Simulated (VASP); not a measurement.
# ZnS (F-43m) in VASP: a series of runs

ZnS is run at these levels: r2SCAN; tasks: relaxation of the atoms.

Program: VASP 6.6.1. These are calculated values, not measurements. Logs are shortened: lines on timing, memory, paths and dates and some standing lists are left out, and cuts for length are marked.

**Experimental background.**

From “Electronic, vibrational, and thermodynamic properties of ZnS (zincblende and rocksalt structure)”, 2009, arxiv:0911.5022, for a bulk crystal of ZnS at 19 K: band gap 3.85 eV (direct).

The results are compared with them further down.

### 1 The cell of the first run

The structure is cubic, space group F-43m (No. 216). Conventional cell: a = 5.354 Å, b = 5.354 Å, c = 5.354 Å, α = 90.00°, β = 90.00°, γ = 90.00°. Within 3.1 Å of Zn (site symmetry -43m) lie 4 S at 2.32 Å. S (site symmetry -43m) has 4 Zn at 2.32 Å within 3.1 Å.

### 2 Relaxation of the atoms, r2SCAN

POSCAR

```
ZnS
1.0
    0.0000000000      2.6770924800      2.6770924800
    2.6770924800      0.0000000000      2.6770924800
    2.6770924800      2.6770924800      0.0000000000
Zn S
1 1
Direct
    0.2500000000      0.2500000000      0.2500000000
    0.0000000000      0.0000000000      0.0000000000
```

INCAR.step1

```
PREC = Accurate
ENCUT = 520
ISMEAR = -1
SIGMA = 0.02
LREAL = False
LASPH = True
NELM = 100
GGA = PE
ALGO = Normal
EDIFF = 1E-4
LWAVE = True
LCHARG = False
```

INCAR.step2

```
PREC = Accurate
ENCUT = 520
EDIFF = 1E-6
ISMEAR = -1
SIGMA = 0.02
LREAL = False
LASPH = True
NELM = 100
ALGO = Normal
ISIF = 2
LWAVE = False
LCHARG = False
METAGGA = R2SCAN
LMIXTAU = True
IBRION = 2
NSW = 50
EDIFFG = -0.01
ISTART = 1
```

KPOINTS

```
regular mesh
0
Gamma
  10 10 10
```

Potentials or basis: VASP PAW PBE potentials, release 64 (Zn, S).

Launch:

```console
$ cat potpaw_PBE.64/Zn/POTCAR potpaw_PBE.64/S/POTCAR > POTCAR
$ cp INCAR.step1 INCAR
$ mpirun -np 1 vasp_std > vasp.out
$ cp INCAR.step2 INCAR
$ mpirun -np 1 vasp_std > vasp.out
```

OUTCAR:

```text
PREC = Accurate
   ENCUT = 520
   EDIFF = 1E-6
   ISMEAR = -1
   LREAL = False
   LASPH = True
   NELM = 100
   ISIF = 2
   METAGGA = R2SCAN
   IBRION = 2
   NSW = 50
   EDIFFG = -0.01
   ISTART = 1

 ion  position               nearest neighbor table
   1  0.250  0.250  0.250-   2 2.32   2 2.32   2 2.32   2 2.32
   2  0.000  0.000  0.000-   1 2.32   1 2.32   1 2.32   1 2.32

  LATTYP: Found a face centered cubic cell.
 ALAT       =     5.3541849600

  Lattice vectors:

 A1 = (   0.0000000000,   2.6770924800,   2.6770924800)
 A2 = (   2.6770924800,   0.0000000000,   2.6770924800)
 A3 = (   2.6770924800,   2.6770924800,   0.0000000000)

Analysis of symmetry for initial positions (statically):
=====================================================================
 Subroutine PRICEL returns:
 Original cell was already a primitive cell.

 Routine SETGRP: Setting up the symmetry group for a
 face centered cubic supercell.

 Subroutine GETGRP returns: Found 24 space group operations
 (whereof 24 operations were pure point group operations)
 out of a pool of 48 trial point group operations.

The static configuration has the point symmetry T_d .

Analysis of symmetry for dynamics (positions and initial velocities):
=====================================================================
 Subroutine PRICEL returns:
 Original cell was already a primitive cell.

 Routine SETGRP: Setting up the symmetry group for a
 face centered cubic supercell.

 Subroutine GETGRP returns: Found 24 space group operations
 (whereof 24 operations were pure point group operations)
 out of a pool of 48 trial point group operations.

The dynamic configuration has the point symmetry T_d .

 Subroutine INISYM returns: Found 24 space group operations
 (whereof 24 operations are pure point group operations),
 and found     1 'primitive' translations

----------------------------------------------------------------------------------------

                                     Primitive cell

  volume of cell :      38.3725

  direct lattice vectors                    reciprocal lattice vectors
     0.000000000  2.677092480  2.677092480    -0.186769790  0.186769790  0.186769790
     2.677092480  0.000000000  2.677092480     0.186769790 -0.186769790  0.186769790
     2.677092480  2.677092480  0.000000000     0.186769790  0.186769790 -0.186769790

  length of vectors
     3.785980493  3.785980493  3.785980493     0.323494765  0.323494765  0.323494765

  position of ions in fractional coordinates (direct lattice)
[... 91 lines left out ...]
   NUPDOWN=      -1.0000    fix difference up-down
   EMIN   =  10.00;   EMAX   =-10.00  energy-range for DOS
   EFERMI =   0.00;   METHOD = LEGACY
   ISMEAR =    -1;   SIGMA  =   0.02  broadening in eV -4-tet -1-fermi 0-gaus
   EFERMI_NEDOS =   21; number of points for ismear=-14 and -15
   IALGO  =     38    algorithm
   IMIX   =      4    mixing-type and parameters
     AMIX     =   0.40;   BMIX     =  1.00
     AMIX_MAG =   1.60;   BMIX_MAG =  1.00
  volume/ion in A,a.u.               =      19.19       129.48
  Fermi-wavevector in a.u.,A,eV,Ry     =   1.272015  2.403760 22.014534  1.618023
  Thomas-Fermi vector in A             =   2.404917
   LORBIT       =      0    0 simple, 1 ext, 2 COOP (PROOUT), +10 PAW based schemes
   METAGGA = R2SCAN    functional components
   LHFCALC =     F    Hartree Fock is set to
   AEXX    =    0.0000 exact exchange contribution
   IVDW    =     0    specifies the selected vdW correction
   LEPSILON=     F    determine dielectric tensor
   LRPA    =     F    only Hartree local field effects (RPA)
 conjugate gradient relaxation of ions
 non-spin polarized calculation
  energy-cutoff  :      520.00
  volume of cell :       38.37
 maximum number of plane-waves:      1056
   NGX = 15   NGY = 15   NGZ = 15

 number of electron      18.0000016 magnetization

 Free energy of the ion-electron system (eV)
  ---------------------------------------------------
  ext. energy  EPLUGINS =         0.00000000
  ---------------------------------------------------
  free energy    TOTEN  =       -18.86280734 eV

  energy without entropy =      -18.86280734  energy(sigma->0) =      -18.86280734

 E-fermi :   2.4573     XC(G=0): -10.4256

 val. band max:        2.0963326490   @ k =   0.0000   0.0000   0.0000
 cond. band min:       4.9019313787   @ k =   0.0000   0.0000   0.0000
 fundamental gap:      2.8055987296
 Fermi energy:         2.4572569113

 k-point     1 :       0.0000    0.0000    0.0000
  band No.  band energies     occupation
      1     -11.7835      2.00000
      2      -4.5186      2.00000
      3      -4.5186      2.00000
      4      -4.5185      2.00000
      5      -3.9364      2.00000
      6      -3.9364      2.00000
      7       2.0963      2.00000
      8       2.0963      2.00000
      9       2.0963      2.00000
     10       4.9019      0.00000
     11       8.9759      0.00000
     12       8.9761      0.00000
     13       8.9761      0.00000
[... 354 lines left out ...]
  band No.  band energies     occupation
      1     -10.7514      2.00000
      2      -4.5356      2.00000
      3      -4.2437      2.00000
      4      -4.2323      2.00000
      5      -3.9159      2.00000
      6      -3.8732      2.00000
      7      -1.7641      2.00000
      8      -0.0235      2.00000
      9       0.1922      2.00000
     10       6.4916      0.00000
     11       7.2726      0.00000
     12      11.5886      0.00000
     13      12.5533      0.00000

 [... further k-points ...]

------------------------ aborting loop because EDIFF is reached ----------------------------------------

  FORCE on cell =-STRESS in cart. coord.  units (eV):
  Direction    XX          YY          ZZ          XY          YZ          ZX
  --------------------------------------------------------------------------------------
  -------------------------------------------------------------------------------------
  Total        0.3853395      0.3853395      0.3853395      0.0000000      0.0000000      0.0000000
  in kB       16.0891816     16.0891816     16.0891816      0.0000000      0.0000000      0.0000000
  external PRESSURE =      16.0891816 kB  Pullay stress =       0.0000000 kB

 VOLUME and BASIS-vectors are now :
 -----------------------------------------------------------------------------
  energy-cutoff  :      520.00
  volume of cell :       38.37
      direct lattice vectors                 reciprocal lattice vectors
     0.000000000  2.677092480  2.677092480    -0.186769790  0.186769790  0.186769790
     2.677092480  0.000000000  2.677092480     0.186769790 -0.186769790  0.186769790
     2.677092480  2.677092480  0.000000000     0.186769790  0.186769790 -0.186769790

 POSITION                                       TOTAL-FORCE (eV/Angst)
 -----------------------------------------------------------------------------------
      1.33855      1.33855      1.33855        -0.000000     -0.000000     -0.000000
      0.00000      0.00000      0.00000         0.000000      0.000000      0.000000
 -----------------------------------------------------------------------------------
    total drift:                               -0.000011     -0.000011     -0.000011

  FREE ENERGIE OF THE ION-ELECTRON SYSTEM (eV)
  ---------------------------------------------------
  free  energy   TOTEN  =       -18.8628073406 eV

  energy  without entropy=      -18.8628073405  energy(sigma->0) =      -18.86280734

 reached required accuracy - stopping structural energy minimisation
```

Run time: 61 s. Hardware: 1 thread of Intel Xeon Platinum 8488C (Sapphire Rapids), shared host; peak memory 0.17 GiB.

What came out:

- Free energy: -18.8628 eV
- Pressure after relaxing: 1.6 GPa
- Band gap on the k mesh: 2.81 eV, direct

Final structure:
```
Zn S
1.0
     0.00000    2.67709    2.67709
     2.67709    0.00000    2.67709
     2.67709    2.67709    0.00000
Zn S
1 1
Cartesian
  1.3385 1.3385 1.3385
  0.0000 0.0000 0.0000
```

Caveat: the relaxation stopped at its first step, so nothing moved; the PAW data sets were made with another functional, which shifts forces and pressure a little.

### 3 Relaxation of the atoms, r2SCAN

This run uses another cell than the first one, of 19.58 Å³/atom, 1.020 times its volume.

POSCAR

```
ZnS
1.0
    0.0000000000      2.6951814900      2.6951814900
    2.6951814900      0.0000000000      2.6951814900
    2.6951814900      2.6951814900      0.0000000000
Zn S
1 1
Direct
    0.2500000000      0.2500000000      0.2500000000
    0.0000000000      0.0000000000      0.0000000000
```

INCAR.step1

```
SYSTEM = ZnS
PREC = Accurate ; ENCUT = 520
ISMEAR = -1 ; SIGMA = 0.02
LREAL = .FALSE. ; LASPH = .TRUE.
NELM = 60 ; GGA = PE
ALGO = Normal ; EDIFF = 1E-4
LWAVE = .TRUE. ; LCHARG = .FALSE.
```

INCAR.step2

```
SYSTEM = ZnS
PREC = Accurate ; ENCUT = 520
EDIFF = 1E-6 ; ISMEAR = -1
SIGMA = 0.02 ; LREAL = .FALSE.
LASPH = .TRUE. ; NELM = 60
ALGO = Normal ; ISIF = 2
LWAVE = .FALSE. ; LCHARG = .FALSE.
METAGGA = R2SCAN ; LMIXTAU = .TRUE.
IBRION = 2 ; NSW = 50
EDIFFG = -0.01 ; ISTART = 1
```

KPOINTS

```
regular mesh
0
G
  10 10 10
  0 0 0
```

Potentials or basis: VASP PAW PBE potentials, release 64 (Zn, S).

Launch:

```console
$ cat potpaw_PBE.64/Zn/POTCAR potpaw_PBE.64/S/POTCAR > POTCAR
$ cp INCAR.step1 INCAR
$ mpirun -np 1 vasp_std > vasp.out
$ cp INCAR.step2 INCAR
$ mpirun -np 1 vasp_std > vasp.out
```

Wall time 66 s (1 thread of Intel Xeon Platinum 8488C (Sapphire Rapids), shared host); peak memory 0.17 GiB.

It converged, with:

| Item | Value |
| --- | --- |
| Free energy | -18.8664 eV |
| Pressure after relaxing | 0.0 GPa |
| Band gap on the k mesh | 2.71 eV, direct |

Final structure:
```
Zn S
1.0
     0.00000    2.69518    2.69518
     2.69518    0.00000    2.69518
     2.69518    2.69518    0.00000
Zn S
1 1
Direct
  0.25000 0.25000 0.25000
  0.00000 0.00000 0.00000
```

Levels at points of the mesh, in eV from the valence-band top:
| k point | band 7 | band 8 | band 9 | band 10 | band 11 | band 12 |
| --- | --- | --- | --- | --- | --- | --- |
| (0.00, 0.00, 0.00) | 0.00 | 0.00 | 0.00 | 2.71 | 6.90 | 6.90 |
| (0.50, 0.00, 0.00) | -5.45 | -0.90 | -0.90 | 3.83 | 7.39 | 7.39 |
| (0.50, 0.50, 0.00) | -4.64 | -2.31 | -2.31 | 3.71 | 4.48 | 11.82 |

Caveat: the relaxation stopped at its first step, so nothing moved; the PAW data sets were made with another functional, which shifts forces and pressure a little.

### 4 Relaxation of the atoms, r2SCAN

This run uses another cell than the first one, of 20.75 Å³/atom, 1.082 times its volume.

POSCAR

```
ZnS
1.0
    0.0000000000      2.7480416000      2.7480416000
    2.7480416000      0.0000000000      2.7480416000
    2.7480416000      2.7480416000      0.0000000000
Zn S
1 1
Direct
    0.2500000000      0.2500000000      0.2500000000
    0.0000000000      0.0000000000      0.0000000000
```

INCAR.step1

```
SYSTEM = ZnS
PREC     = Accurate       ! precision mode
ENCUT    = 520            ! plane-wave cutoff, eV
ISMEAR   = -1             ! smearing method
SIGMA    = 0.02           ! smearing width, eV
LREAL    = .False.        ! projectors in reciprocal space
LASPH    = .True.         ! aspherical terms in the spheres
NELM     = 60             ! most SCF steps
GGA      = PE             ! functional
ALGO     = Normal         ! electronic algorithm
EDIFF    = 1E-4           ! SCF threshold, eV
LWAVE    = .True.         ! write WAVECAR
LCHARG   = .False.        ! write CHGCAR
```

INCAR.step2

```
SYSTEM = ZnS
PREC     = Accurate       ! precision mode
ENCUT    = 520            ! plane-wave cutoff, eV
EDIFF    = 1E-7           ! SCF threshold, eV
ISMEAR   = -1             ! smearing method
SIGMA    = 0.02           ! smearing width, eV
LREAL    = .False.        ! projectors in reciprocal space
LASPH    = .True.         ! aspherical terms in the spheres
NELM     = 60             ! most SCF steps
ALGO     = Normal         ! electronic algorithm
ISIF     = 2              ! what is computed and relaxed
LWAVE    = .False.        ! write WAVECAR
LCHARG   = .False.        ! write CHGCAR
METAGGA  = R2SCAN         ! meta-GGA
LMIXTAU  = .True.       
IBRION   = 2              ! ionic algorithm
NSW      = 50             ! ionic steps
EDIFFG   = -0.01          ! ionic threshold
ISTART   = 1
```

KPOINTS

```
Automatic mesh
0
Gamma
  10 10 10
  0 0 0
```

Potentials or basis: VASP PAW PBE potentials, release 64 (Zn, S).

Launch:

```console
$ cat potpaw_PBE.64/Zn/POTCAR potpaw_PBE.64/S/POTCAR > POTCAR
$ cp INCAR.step1 INCAR
$ mpirun -np 1 vasp_std > vasp.out
$ cp INCAR.step2 INCAR
$ mpirun -np 1 vasp_std > vasp.out
```

OUTCAR:

```text
SYSTEM = ZnS
   PREC = Accurate
   ENCUT = 520
   EDIFF = 1E-7
   ISMEAR = -1
   LREAL = .False.
   LASPH = .True.
   NELM = 60
   ISIF = 2
   METAGGA = R2SCAN
   IBRION = 2
   NSW = 50
   EDIFFG = -0.01
   ISTART = 1

 ion  position               nearest neighbor table
   1  0.250  0.250  0.250-   2 2.38   2 2.38   2 2.38   2 2.38
   2  0.000  0.000  0.000-   1 2.38   1 2.38   1 2.38   1 2.38

  LATTYP: Found a face centered cubic cell.
 ALAT       =     5.4960832000

  Lattice vectors:

 A1 = (   0.0000000000,   2.7480416000,   2.7480416000)
 A2 = (   2.7480416000,   0.0000000000,   2.7480416000)
 A3 = (   2.7480416000,   2.7480416000,   0.0000000000)

Analysis of symmetry for initial positions (statically):
=====================================================================
 Subroutine PRICEL returns:
 Original cell was already a primitive cell.

 Routine SETGRP: Setting up the symmetry group for a
 face centered cubic supercell.

 Subroutine GETGRP returns: Found 24 space group operations
 (whereof 24 operations were pure point group operations)
 out of a pool of 48 trial point group operations.

[... 177 lines left out ...]
      6      -4.4607      2.00000
      7       1.3686      2.00000
      8       1.3686      2.00000
      9       1.3686      2.00000
     10       3.8099      0.00000
     11       8.3028      0.00000
     12       8.3030      0.00000
     13       8.3030      0.00000
[... 354 lines left out ...]
  band No.  band energies     occupation
      1     -11.0687      2.00000
      2      -4.9062      2.00000
      3      -4.7126      2.00000
      4      -4.6996      2.00000
      5      -4.4345      2.00000
      6      -4.4100      2.00000
      7      -2.2770      2.00000
      8      -0.4979      2.00000
      9      -0.3030      2.00000
     10       5.8724      0.00000
     11       6.4379      0.00000
     12      10.5838      0.00000
     13      11.5859      0.00000

 [... further k-points ...]

------------------------ aborting loop because EDIFF is reached ----------------------------------------

  FORCE on cell =-STRESS in cart. coord.  units (eV):
  Direction    XX          YY          ZZ          XY          YZ          ZX
  --------------------------------------------------------------------------------------
  -------------------------------------------------------------------------------------
  Total       -1.0438924     -1.0438924     -1.0438924      0.0000000     -0.0000000     -0.0000000
  in kB      -40.2964168    -40.2964168    -40.2964168      0.0000000     -0.0000000     -0.0000000
  external PRESSURE =     -40.2964168 kB  Pullay stress =       0.0000000 kB

 VOLUME and BASIS-vectors are now :
 -----------------------------------------------------------------------------
  energy-cutoff  :      520.00
  volume of cell :       41.50
      direct lattice vectors                 reciprocal lattice vectors
     0.000000000  2.748041600  2.748041600    -0.181947755  0.181947755  0.181947755
     2.748041600  0.000000000  2.748041600     0.181947755 -0.181947755  0.181947755
     2.748041600  2.748041600  0.000000000     0.181947755  0.181947755 -0.181947755

 POSITION                                       TOTAL-FORCE (eV/Angst)
 -----------------------------------------------------------------------------------
      1.37402      1.37402      1.37402        -0.000000     -0.000000     -0.000000
      0.00000      0.00000      0.00000         0.000000      0.000000      0.000000
 -----------------------------------------------------------------------------------
    total drift:                               -0.000017     -0.000017     -0.000017

  FREE ENERGIE OF THE ION-ELECTRON SYSTEM (eV)
  ---------------------------------------------------
  free  energy   TOTEN  =       -18.8348303021 eV

  energy  without entropy=      -18.8348303021  energy(sigma->0) =      -18.83483030

 reached required accuracy - stopping structural energy minimisation
```

OUTCAR.step1:

```text
SYSTEM = ZnS
   PREC = Accurate
   ENCUT = 520
   ISMEAR = -1
   LREAL = .False.
   LASPH = .True.
[... 605 lines left out ...]
      1.37402      1.37402      1.37402         0.000000      0.000000      0.000000
      0.00000      0.00000      0.00000        -0.000000     -0.000000     -0.000000
 -----------------------------------------------------------------------------------
    total drift:                                0.000000      0.000000      0.000000

  FREE ENERGIE OF THE ION-ELECTRON SYSTEM (eV)
  ---------------------------------------------------
  free  energy   TOTEN  =        -6.8467302106 eV

  energy  without entropy=       -6.8467302106  energy(sigma->0) =       -6.84673021
```

Run time: 60 s. Hardware: 1 thread of Intel Xeon 6975P-C (Granite Rapids), shared host; peak memory 0.18 GiB.

Results:

| Quantity | Value |
| --- | --- |
| Free energy | -18.8348 eV |
| Pressure after relaxing | -4.0 GPa |
| Band gap on the k mesh | 2.44 eV, direct |

Final structure:
```yaml
crystal:
  lattice:
    - [0.00000, 2.74804, 2.74804]
    - [2.74804, 0.00000, 2.74804]
    - [2.74804, 2.74804, 0.00000]
  atoms:
    - { symbol: Zn, position: [0.25000, 0.25000, 0.25000] }
    - { symbol: S, position: [0.00000, 0.00000, 0.00000] }
```

Caveat: the relaxation stopped at its first step, so nothing moved; the PAW data sets were made with another functional, which shifts forces and pressure a little. r2SCAN opens gaps a little over a GGA but as a rule still falls short of measured ones.

[end of part 1 of 2]
